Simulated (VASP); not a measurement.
# ZnS (F-43m) in VASP: further runs

ZnS is run at these levels: LDA; tasks: vibrations by perturbation theory, elastic constants.

All numbers are computed with VASP 6.6.1; they aren't measurements. Logs are shortened: lines on timing, memory, paths and dates and some standing lists are left out, and cuts for length are marked.

## 1. The cell of the first run

It takes space group F-43m (No. 216, cubic). Conventional cell: a = 5.297 Å, b = 5.297 Å, c = 5.297 Å, α = 90.00°, β = 90.00°, γ = 90.00°. Zn (site symmetry -43m) has 4 S at 2.29 Å within 3.0 Å. Within 3.0 Å of S (site symmetry -43m) lie 4 Zn at 2.29 Å.

## 2. Vibrations by perturbation theory, LDA

INCAR reads:

```
  PREC = Accurate
  ENCUT = 500
  EDIFF = 1E-8
  ISMEAR = 0
  SIGMA = 0.01
  LREAL = False
  LASPH = True
  NELM = 120
  ALGO = Normal
  ISIF = 2
  LWAVE = False
  LCHARG = True
  IBRION = 8
  NSW = 1
  LEPSILON = True
  GGA_COMPAT = False
```

KPOINTS reads:

```
regular mesh
0
Gamma
  10 10 10
```

POSCAR reads:

```
ZnS
1.0
    0.0000000000      2.6483981533      2.6483981533
    2.6483981533      0.0000000000      2.6483981533
    2.6483981533      2.6483981533      0.0000000000
Zn S
1 1
Direct
    0.2500000000      0.2500000000      0.2500000000
    0.0000000000      0.0000000000      0.0000000000
```

Potentials or basis: VASP PAW LDA potentials, release 64 (Zn, S).

Command:

```
$ cat potpaw_LDA.64/Zn/POTCAR potpaw_LDA.64/S/POTCAR > POTCAR
$ mpirun -np 1 vasp_std > vasp.out
```

OUTCAR:

```text
PREC = Accurate
   ENCUT = 500
   EDIFF = 1E-8
   ISMEAR = 0
   LREAL = False
   LASPH = True
   NELM = 120
   ISIF = 2
   IBRION = 8
   NSW = 1
   LEPSILON = True

 ion  position               nearest neighbor table
   1  0.250  0.250  0.250-   2 2.29   2 2.29   2 2.29   2 2.29
   2  0.000  0.000  0.000-   1 2.29   1 2.29   1 2.29   1 2.29

  LATTYP: Found a face centered cubic cell.
 ALAT       =     5.2967963066

  Lattice vectors:

 A1 = (   0.0000000000,   2.6483981533,   2.6483981533)
 A2 = (   2.6483981533,   0.0000000000,   2.6483981533)
 A3 = (   2.6483981533,   2.6483981533,   0.0000000000)

Analysis of symmetry for initial positions (statically):
=====================================================================
 Subroutine PRICEL returns:
 Original cell was already a primitive cell.

 Routine SETGRP: Setting up the symmetry group for a
 face centered cubic supercell.

 Subroutine GETGRP returns: Found 24 space group operations
 (whereof 24 operations were pure point group operations)
 out of a pool of 48 trial point group operations.

The static configuration has the point symmetry T_d .

Analysis of symmetry for dynamics (positions and initial velocities):
=====================================================================
 Subroutine PRICEL returns:
 Original cell was already a primitive cell.

 Routine SETGRP: Setting up the symmetry group for a
 face centered cubic supercell.

 Subroutine GETGRP returns: Found 24 space group operations
 (whereof 24 operations were pure point group operations)
 out of a pool of 48 trial point group operations.

The dynamic configuration has the point symmetry T_d .

 Subroutine INISYM returns: Found 24 space group operations
 (whereof 24 operations are pure point group operations),
 and found     1 'primitive' translations

----------------------------------------------------------------------------------------

                                     Primitive cell
[... 614 lines left out ...]

 MACROSCOPIC STATIC DIELECTRIC TENSOR (including local field effects in DFT)
 ------------------------------------------------------
           6.148775    -0.000000     0.000000
          -0.000000     6.148775    -0.000000
          -0.000000     0.000000     6.148775
 ------------------------------------------------------

 PIEZOELECTRIC TENSOR (including local field effects)  for field in x, y, z        (e  Angst)
          XX          YY          ZZ          XY          YZ          ZX
  --------------------------------------------------------------------------------
  x    -0.00000     0.00000     0.00000     0.00000     1.53369     0.00000
  y    -0.00000    -0.00000     0.00000     0.00000     0.00000     1.53369
  z     0.00000     0.00000    -0.00000     1.53369     0.00000     0.00000

 PIEZOELECTRIC TENSOR (including local field effects)  for field in x, y, z        (C/m^2)
          XX          YY          ZZ          XY          YZ          ZX
  --------------------------------------------------------------------------------
  x    -0.00000     0.00000     0.00000     0.00000     0.66141     0.00000
  y    -0.00000    -0.00000     0.00000     0.00000     0.00000     0.66141
  z     0.00000     0.00000    -0.00000     0.66141     0.00000     0.00000

 BORN EFFECTIVE CHARGES (including local field effects) (in |e|, cummulative output)
 ---------------------------------------------------------------------------------
 ion    1
    1     1.91245    -0.00000    -0.00000
    2    -0.00000     1.91245    -0.00000
    3     0.00000     0.00000     1.91245
 ion    2
    1    -1.91245     0.00000     0.00000
    2     0.00000    -1.91245     0.00000
    3    -0.00000    -0.00000    -1.91245

 INTERNAL STRAIN TENSOR FOR ION    2 for displacements in x,y,z  (eV/Angst):
          X           Y           Z          XY          YZ          ZX
  --------------------------------------------------------------------------------
  x     0.00000     0.00000     0.00000     0.00000     6.62886     0.00000
  y    -0.00000     0.00000    -0.00000     0.00000     0.00000     6.62886
  z     0.00000     0.00000     0.00000     6.62886     0.00000     0.00000

 SECOND DERIVATIVES (NOT SYMMETRIZED)
 ------------------------------------
               1X          1Y          1Z          2X          2Y          2Z
  1X    -6.844414    0.000000    0.000000    6.844414    0.000000    0.000000
  1Y     0.000000   -6.844414    0.000000    0.000000    6.844414    0.000000
  1Z     0.000000    0.000000   -6.844414    0.000000    0.000000    6.844414
  2X     6.763150    0.000000    0.000000   -6.763150    0.000000    0.000000
  2Y     0.000000    6.763150    0.000000    0.000000   -6.763150    0.000000
  2Z     0.000000    0.000000    6.763150    0.000000    0.000000   -6.763150

 Eigenvectors and eigenvalues of the dynamical matrix
 ----------------------------------------------------

   1 f  =    8.782335 THz    55.181038 2PiTHz  292.947161 cm-1    36.320803 meV
             X         Y         Z           dx          dy          dz
      1.324199  1.324199  1.324199     0.000000    0.575913    0.000000
      0.000000  0.000000  0.000000     0.000000   -0.817511    0.000000
[... 21 lines left out ...]
   6 f/i=    0.024693 THz     0.155154 2PiTHz    0.823686 cm-1     0.102124 meV
             X         Y         Z           dx          dy          dz
      1.324199  1.324199  1.324199     0.000000    0.000000    0.817511
      0.000000  0.000000  0.000000     0.000000    0.000000    0.575913

--------------------------------------------------------------------------------------------------------

 MACROSCOPIC STATIC DIELECTRIC TENSOR IONIC CONTRIBUTION
 ------------------------------------------------------
           2.618236    -0.000000    -0.000000
          -0.000000     2.618236     0.000000
          -0.000000     0.000000     2.618236
 ------------------------------------------------------

 ELASTIC MODULI CONTR FROM IONIC RELAXATION (kBar)
 Direction    XX          YY          ZZ          XY          YZ          ZX
 --------------------------------------------------------------------------------
 XX          -0.0000      0.0000      0.0000     -0.0000      0.0000      0.0000
 YY           0.0000     -0.0000     -0.0000     -0.0000     -0.0000      0.0000
 ZZ           0.0000     -0.0000     -0.0000      0.0000     -0.0000      0.0000
 XY          -0.0000     -0.0000      0.0000   -278.0635      0.0000     -0.0000
 YZ           0.0000     -0.0000     -0.0000      0.0000   -278.0635      0.0000
 ZX           0.0000      0.0000      0.0000     -0.0000      0.0000   -278.0635
 --------------------------------------------------------------------------------

 PIEZOELECTRIC TENSOR IONIC CONTR  for field in x, y, z        (C/m^2)
          XX          YY          ZZ          XY          YZ          ZX
  --------------------------------------------------------------------------------
  x     0.00000    -0.00000    -0.00000     0.00000    -0.80288     0.00000
  y     0.00000     0.00000     0.00000    -0.00000     0.00000    -0.80288
  z    -0.00000    -0.00000     0.00000    -0.80288     0.00000    -0.00000
```

stdout:

```text
POSCAR found type information on POSCAR ZnS
 POSCAR found :  2 types and       2 ions
 scaLAPACK will be used
 LDA part: xc-table for (Slater(with rela. corr.)+CA(PZ))
 , standard interpolation
 POSCAR, INCAR and KPOINTS ok, starting setup
 FFT: planning ... GRIDC
 FFT: planning ... GRID_SOFT
 FFT: planning ... GRID
[... 24 lines left out ...]
 Linear response to external field, progress :
  Direction:   3
 dielectric tensor                  component  3 :     0.818     0.969     6.149
 Linear response DOF=           2
 Linear response progress:
 first order change of Fermi-energy  -0.22130E+00
 force on displaced ion       1 direction 1 :  -6.844  -0.000  -0.000
 Born effective charge ion    1 direction 1 :   1.910   0.000   0.000
 Linear response progress:
 first order change of Fermi-energy   0.22156E+00
 force on displaced ion       2 direction 1 :  -6.763   0.000   0.000
 Born effective charge ion    2 direction 1 :  -1.914   0.000   0.000
 Born effective charges drift removed
 Linear response finished
```

It took 18 min on 1 thread of AMD EPYC 7R13, shared host; peak memory 0.3 GiB.

What came out:

* Electronic dielectric tensor (diagonal): 6.15
* Born charges (mean of the diagonal): Zn +1.91; S -1.91 e
* Highest phonon frequency at Γ, LO-TO splitting left out: 293 cm⁻¹

Phonon frequencies in cm⁻¹ (negative: imaginary):
| q point | frequencies |
| --- | --- |
| (0.000, 0.000, 0.000) | -1 -1 -1 293 293 293 |

Electronic dielectric tensor:
```
6.15 0.00 0.00
0.00 6.15 0.00
0.00 0.00 6.15
```

Born effective charge tensors (e):
atom 1, Zn
```
1.91 0.00 0.00
0.00 1.91 0.00
0.00 0.00 1.91
```
atom 2, S
```
-1.91  0.00  0.00
 0.00 -1.91  0.00
 0.00  0.00 -1.91
```

## 3. Elastic constants, LDA

INCAR reads:

```
PREC     = Accurate       # precision mode
ENCUT    = 500            # plane-wave cutoff, eV
EDIFF    = 1E-8           # SCF threshold, eV
ISMEAR   = 0              # smearing method
SIGMA    = 0.01           # smearing width, eV
LREAL    = False          # projectors in reciprocal space
LASPH    = True           # aspherical terms in the spheres
NELM     = 120            # most SCF steps
ALGO     = Normal         # electronic algorithm
ISIF     = 3              # what is computed and relaxed
LWAVE    = False          # write WAVECAR
LCHARG   = False          # write CHGCAR
NBANDS   = 16             # bands
IBRION   = 6              # ionic algorithm
NFREE    = 2            
POTIM    = 0.015          # step
NSW      = 1              # ionic steps
GGA_COMPAT= False
```

KPOINTS is that of step 2.

POSCAR is that of step 2.

Potentials or basis: VASP PAW LDA potentials, release 64 (Zn, S).

Command:

```
$ cat potpaw_LDA.64/Zn/POTCAR potpaw_LDA.64/S/POTCAR > POTCAR
$ mpirun -np 1 vasp_std > vasp.out
```

Run time: 34 min. Hardware: 1 thread of AMD EPYC 7R13, shared host; peak memory 0.32 GiB.

It converged, with:

```
Elastic constants C11, C12, C44                         : 118, 72, 52 GPa
Voigt bulk modulus                                      : 88 GPa
Highest phonon frequency at Γ, LO-TO splitting left out : 293 cm⁻¹
```

Phonon frequencies in cm⁻¹ (negative: imaginary):
```
              q point        frequencies
(0.000, 0.000, 0.000)  0 0 0 293 293 293
```

Elastic tensor in Voigt notation (GPa, in the Cartesian axes of the cell as first typed):
```
118  72  72   0   0   0
 72 118  72   0   0   0
 72  72 118   0   0   0
  0   0   0  52   0   0
  0   0   0   0  52   0
  0   0   0   0   0  52
```

Clamped-ion elastic tensor (GPa):
```
118  72  72   0   0   0
 72 118  72   0   0   0
 72  72 118   0   0   0
  0   0   0  82   0   0
  0   0   0   0  82   0
  0   0   0   0   0  82
```
